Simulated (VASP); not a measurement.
A run of VASP 6.6.1:

Contents of INCAR:

```
SYSTEM = Be7S
  ALGO = Normal
  EDIFF = 1E-6
  EDIFFG = -0.08
  ENCUT = 600
  GGA = PE
  IBRION = 2
  ISIF = 3
  ISMEAR = 0
  LASPH = .True.
  LCHARG = .False.
  LREAL = .False.
  LWAVE = .False.
  NELM = 60
  NSW = 36
  PREC = Accurate
  SIGMA = 0.2
```

KPOINTS

```
k-points
0
Gamma
  5 5 3
  0 0 0
```

File POSCAR:

```
Be7S
1.0
    3.3000000000      0.0000000000      0.0000000000
    0.0000000000      3.3000000000      0.0000000000
    0.0000000000      0.0000000000      6.4600000000
Be S
7 1
Direct
    0.0000000000      0.5000000000      0.7600000000
    0.5000000000      0.5000000000      0.0000000000
    0.5000000000      0.0000000000      0.7600000000
    0.0000000000      0.5000000000      0.2400000000
    0.5000000000      0.0000000000      0.2400000000
    0.0000000000      0.0000000000      0.5000000000
    0.5000000000      0.5000000000      0.5000000000
    0.0000000000      0.0000000000      0.0000000000
```

Potentials or basis: VASP PAW PBE potentials, release 64 (Be, S).

Launch:

```bash
$ cat potpaw_PBE.64/Be/POTCAR potpaw_PBE.64/S/POTCAR > POTCAR
$ mpirun -np 1 vasp_std > vasp.out
```

Hardware: 1 thread of AMD EPYC 7R13, with other jobs on the host.

**Question.** Estimate the wall time of this run.

**Answer.** Run time: 4.5 min on 1 thread of AMD EPYC 7R13, on a shared host, peak memory 0.17 GiB. Counts: scf iterations 117, k points 12, ion steps 15.
